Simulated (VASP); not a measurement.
# AlN (P6_3mc) in VASP: a series of runs, part 2 of 3

VASP 6.6.1.

### 4 Single point, LDA (engineering shear strain xz +0.0000, normal strain along z -0.0133)

The input, INCAR:

```
SYSTEM = AlN
PREC     = Accurate       ! precision mode
ENCUT    = 520            ! plane-wave cutoff, eV
EDIFF    = 1E-6           ! SCF threshold, eV
ISMEAR   = 0              ! smearing method
SIGMA    = 0.05           ! smearing width, eV
LREAL    = .False.        ! projectors in reciprocal space
LASPH    = .True.         ! aspherical terms in the spheres
NELM     = 60             ! most SCF steps
ALGO     = Normal         ! electronic algorithm
ISIF     = 2              ! what is computed and relaxed
LWAVE    = .False.        ! write WAVECAR
LCHARG   = .False.        ! write CHGCAR
GGA      = CA             ! functional
NBANDS   = 16             ! bands
```

The input, KPOINTS:

```
Automatic mesh
0
Gamma
  9 9 6
  0 0 0
```

The input, POSCAR:

```
AlN
1.0
    3.0886152983      0.0000000000      0.0000000000
   -1.5443076491      2.6748193108      0.0000000000
    0.0000000000      0.0000000000      4.8778345953
Al N
2 2
Direct
    0.3333333333      0.6666666667      0.0001403959
    0.6666666667      0.3333333333      0.5001403959
    0.3333333333      0.6666666667      0.3848596041
    0.6666666667      0.3333333333      0.8848596041
```

Potentials or basis: VASP PAW LDA potentials, release 64 (Al, N).

The run is started by

```bash
$ cat potpaw_LDA.64/Al/POTCAR potpaw_LDA.64/N/POTCAR > POTCAR
$ mpirun -np 1 vasp_std > vasp.out
```

OUTCAR:

```text
SYSTEM = AlN
   PREC = Accurate
   ENCUT = 520
   EDIFF = 1E-6
   ISMEAR = 0
   LREAL = .False.
   LASPH = .True.
   NELM = 60
   ISIF = 2
   GGA = CA

 ion  position               nearest neighbor table
   1  0.333  0.667  0.000-   4 1.87   4 1.87   4 1.87   3 1.88   2 3.02   2 3.02   2 3.02   2 3.02
                             2 3.02   2 3.02
   2  0.667  0.333  0.500-   3 1.87   3 1.87   3 1.87   4 1.88   1 3.02   1 3.02   1 3.02   1 3.02
                             1 3.02   1 3.02
   3  0.333  0.667  0.385-   2 1.87   2 1.87   2 1.87   1 1.88
   4  0.667  0.333  0.885-   1 1.87   1 1.87   1 1.87   2 1.88

  LATTYP: Found a hexagonal cell.
 ALAT       =     3.0886152983
 C/A-ratio  =     1.5792949669

  Lattice vectors:

 A1 = (   3.0886152983,   0.0000000000,   0.0000000000)
 A2 = (  -1.5443076491,   2.6748193108,   0.0000000000)
 A3 = (   0.0000000000,   0.0000000000,   4.8778345953)

Analysis of symmetry for initial positions (statically):
=====================================================================
 Subroutine PRICEL returns:
 Original cell was already a primitive cell.

 Routine SETGRP: Setting up the symmetry group for a
 hexagonal supercell.

 Subroutine GETGRP returns: Found 12 space group operations
 (whereof  6 operations were pure point group operations)
 out of a pool of 24 trial point group operations.

The static configuration has the point symmetry C_3v.
 The point group associated with its full space group is C_6v.

Analysis of symmetry for dynamics (positions and initial velocities):
=====================================================================
 Subroutine PRICEL returns:
 Original cell was already a primitive cell.

 Routine SETGRP: Setting up the symmetry group for a
 hexagonal supercell.

 Subroutine GETGRP returns: Found 12 space group operations
 (whereof  6 operations were pure point group operations)
 out of a pool of 24 trial point group operations.

The dynamic configuration has the point symmetry C_3v.
 The point group associated with its full space group is C_6v.

 Subroutine INISYM returns: Found 12 space group operations
[... 121 lines left out ...]
     AMIX_MAG =   1.60;   BMIX_MAG =  1.00
  volume/ion in A,a.u.               =      10.07        67.99
  Fermi-wavevector in a.u.,A,eV,Ry     =   1.203242  2.273798 19.698402  1.447792
  Thomas-Fermi vector in A             =   2.339001
   LORBIT       =      0    0 simple, 1 ext, 2 COOP (PROOUT), +10 PAW based schemes
   GGA     = CA    functional components
   LHFCALC =     F    Hartree Fock is set to
   AEXX    =    0.0000 exact exchange contribution
   IVDW    =     0    specifies the selected vdW correction
   LEPSILON=     F    determine dielectric tensor
   LRPA    =     F    only Hartree local field effects (RPA)
 non-spin polarized calculation
 Gauss-broadening in eV      SIGMA  =   0.05
  energy-cutoff  :      520.00
  volume of cell :       40.30
 maximum number of plane-waves:      1096
 NGX is ok and might be reduce to    24
   NGX = 11   NGY = 11   NGZ = 19

 number of electron      15.9999999 magnetization

 Free energy of the ion-electron system (eV)
  ---------------------------------------------------
  ext. energy  EPLUGINS =         0.00000000
  ---------------------------------------------------
  free energy    TOTEN  =       -32.83027814 eV

  energy without entropy =      -32.83027814  energy(sigma->0) =      -32.83027814

 E-fermi :   6.5878     XC(G=0): -11.4019

 val. band max:        6.3373701241   @ k =   0.0000   0.0000   0.0000
 cond. band min:      10.8023393541   @ k =   0.0000   0.0000   0.0000
 fundamental gap:      4.4649692300
 Fermi energy:         6.5878214973

 k-point     1 :       0.0000    0.0000    0.0000
  band No.  band energies     occupation
      1      -9.0098      2.00000
      2      -6.6122      2.00000
      3       0.0829      2.00000
      4       5.2802      2.00000
      5       5.2802      2.00000
      6       5.9841      2.00000
[... 433 lines left out ...]
      3       1.3029      2.00000
      4       1.9474      2.00000
      5       1.9474      2.00000
      6       3.4626      2.00000
[... 8 lines left out ...]
     15      19.2896      0.00000
     16      21.5220      0.00000

 [... further k-points ...]
[... 5 lines left out ...]
  --------------------------------------------------------------------------------------
  -------------------------------------------------------------------------------------
  Total        0.5664825      0.5664825      1.4024136      0.0000000      0.0000000      0.0000000
  in kB       22.5222483     22.5222483     55.7572511      0.0000000      0.0000000      0.0000000
  external PRESSURE =      33.6005826 kB  Pullay stress =       0.0000000 kB

 VOLUME and BASIS-vectors are now :
 -----------------------------------------------------------------------------
  energy-cutoff  :      520.00
  volume of cell :       40.30
      direct lattice vectors                 reciprocal lattice vectors
     3.088615298  0.000000000  0.000000000     0.323769684  0.186928514  0.000000000
    -1.544307649  2.674819311  0.000000000     0.000000000  0.373857029  0.000000000
     0.000000000  0.000000000  4.877834595     0.000000000  0.000000000  0.205009002

 POSITION                                       TOTAL-FORCE (eV/Angst)
 -----------------------------------------------------------------------------------
     -0.00000      1.78321      0.00068        -0.000000      0.000000     -0.007674
      1.54431      0.89161      2.43960         0.000000      0.000000     -0.007674
     -0.00000      1.78321      1.87728         0.000000      0.000000      0.007674
      1.54431      0.89161      4.31620        -0.000000     -0.000000      0.007674
 -----------------------------------------------------------------------------------
    total drift:                               -0.000000      0.000000      0.000137

  FREE ENERGIE OF THE ION-ELECTRON SYSTEM (eV)
  ---------------------------------------------------
  free  energy   TOTEN  =       -32.8302781401 eV

  energy  without entropy=      -32.8302781401  energy(sigma->0) =      -32.83027814
```

OSZICAR:

```text
N       E                     dE             d eps       ncg     rms          rms(c)
DAV:   1     0.375693289538E+02    0.37569E+02   -0.74050E+03  1536   0.900E+02
DAV:   2    -0.349889692611E+02   -0.72558E+02   -0.67425E+02  2208   0.179E+02
DAV:   3    -0.380193491964E+02   -0.30304E+01   -0.30234E+01  1896   0.371E+01
DAV:   4    -0.380338920523E+02   -0.14543E-01   -0.14542E-01  1928   0.313E+00
DAV:   5    -0.380340367518E+02   -0.14470E-03   -0.14470E-03  1896   0.302E-01    0.125E+01
DAV:   6    -0.329498489506E+02    0.50842E+01   -0.11412E+01  1608   0.242E+01    0.442E+00
DAV:   7    -0.328915014722E+02    0.58347E-01   -0.52429E-01  1896   0.478E+00    0.286E+00
DAV:   8    -0.328330128932E+02    0.58489E-01   -0.67080E-02  1592   0.217E+00    0.335E-01
DAV:   9    -0.328301811615E+02    0.28317E-02   -0.53360E-03  1896   0.528E-01    0.215E-01
DAV:  10    -0.328303247665E+02   -0.14361E-03   -0.56331E-04  1728   0.151E-01    0.106E-01
DAV:  11    -0.328302783992E+02    0.46367E-04   -0.84143E-05  1792   0.680E-02    0.184E-02
DAV:  12    -0.328302781401E+02    0.25910E-06   -0.13078E-06  1632   0.886E-03
   1 F= -.32830278E+02 E0= -.32830278E+02  d E =-.736471E-15
```

Run time: 17 s. Hardware: 1 thread of Intel Xeon Platinum 8259CL at 2.50GHz (Skylake/Cascade Lake), shared host; peak memory 0.15 GiB.

What came out:

* Free energy: -32.8303 eV
* Pressure: 3.4 GPa
* Largest force: 0.008 eV/Å
* Band gap on the k mesh: 4.46 eV, direct

Forces in eV/Å, atoms in the order of the input:
```
Al   0.000  0.000 -0.008
Al   0.000  0.000 -0.008
N    0.000  0.000  0.008
N    0.000  0.000  0.008
```

Levels at points of the mesh, in eV from the valence-band top:
| k point | band 4 | band 5 | band 6 | band 7 | band 8 | band 9 | band 10 | band 11 | band 12 | band 13 |
| --- | --- | --- | --- | --- | --- | --- | --- | --- | --- | --- |
| (0.00, 0.00, 0.00) | -1.06 | -1.06 | -0.35 | -0.35 | 0.00 | 4.46 | 6.64 | 10.77 | 10.97 | 10.97 |
| (0.00, 0.00, 0.50) | -3.40 | -0.72 | -0.72 | -0.72 | -0.72 | 6.60 | 6.60 | 10.40 | 10.40 | 11.30 |

Caveat: the cell differs from its parent crystal (engineering shear strain xz +0.0000, normal strain along z -0.0133).

(Continued in part 3 of 3.)
